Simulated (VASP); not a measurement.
Wanted: the native input for a VASP 6.6.1 run.

* Task: single point
* Functional: PBEsol
* Potentials or basis: VASP PAW PBE potentials, release 64 (W_sv, C, Cl, H)
* Cutoff: 520 eV
* k mesh: 4 × 4 × 1
* Occupations: gaussian, width 0.15 eV
* Spin: no spin polarisation
* Dipole correction: no
* Further INCAR settings: LREAL = Auto; ALGO = Normal; EDIFF = 1e-06; NBANDS = 91

The structure of HW8C8Cl lies in POSCAR:

```
HW8C8Cl
1.0
    5.6722801830     -0.0000001057      0.0000000000
   -2.8361401830      4.9123388943      0.0000000000
    0.0000000000      0.0000000000     17.1797200000
W C Cl H
8 8 1 1
Direct
    0.0000000000      0.0000000000      0.0582081700
   -0.0020186031     -0.0010093016      0.2255628340
   -0.0000000200      0.4999999900      0.0582081700
   -0.0017837196      0.4991081402      0.2256403857
    0.4999999900      0.0000000100      0.0582081700
    0.4972431394     -0.0022092448      0.2234268334
    0.4999999900      0.4999999800      0.0582081700
    0.4972431394      0.4994523842      0.2234268334
    0.3318814744      0.1659407372      0.1361376592
    0.3378069721      0.1689034861      0.2999632231
    0.3325081568      0.6662540784      0.1360870866
    0.3372519966      0.6686259983      0.2980652590
    0.8341957326      0.1668537622      0.1355061908
    0.8193775682      0.1591777409      0.2913858952
    0.8341957326      0.6673419703      0.1355061908
    0.8193775682      0.6601998273      0.2913858952
    0.3197286559      0.1598643279      0.3988155154
    0.3216813323     -0.3391593339      0.3617047665
```

These files were run (other wordings do the same):

INCAR

```
ALGO = Normal ; EDIFF = 1E-6
ENCUT = 520 ; GGA = PS
ISIF = 2 ; ISMEAR = 0
LASPH = T ; LCHARG = F
LREAL = Auto ; LWAVE = F
NBANDS = 91 ; NELM = 100
PREC = Accurate ; SIGMA = 0.15
```

KPOINTS

```
k-points
0
Gamma
  4 4 1
```

Potentials or basis: VASP PAW PBE potentials, release 64 (W_sv, C, Cl, H).

Run with:

```bash
$ cat potpaw_PBE.64/W_sv/POTCAR potpaw_PBE.64/C/POTCAR potpaw_PBE.64/Cl/POTCAR potpaw_PBE.64/H/POTCAR > POTCAR
$ mpirun -np 1 vasp_std > vasp.out
```

Results of the run:

| Property | Result |
| --- | --- |
| Largest force | 0.152 eV/Å |
| Band gap on the k mesh | zero (bands 76 and 77 overlap by 0.86 eV) |

Caveat: there is no dipole correction, which matters where the two faces differ; the PAW data sets were made with another functional, which shifts forces and pressure a little; spin-orbit coupling is left out, which moves the levels of the heavy elements.

It took 34 min on 1 thread of Intel Xeon 8259CL, with other jobs on the host, peak memory 0.62 GiB.
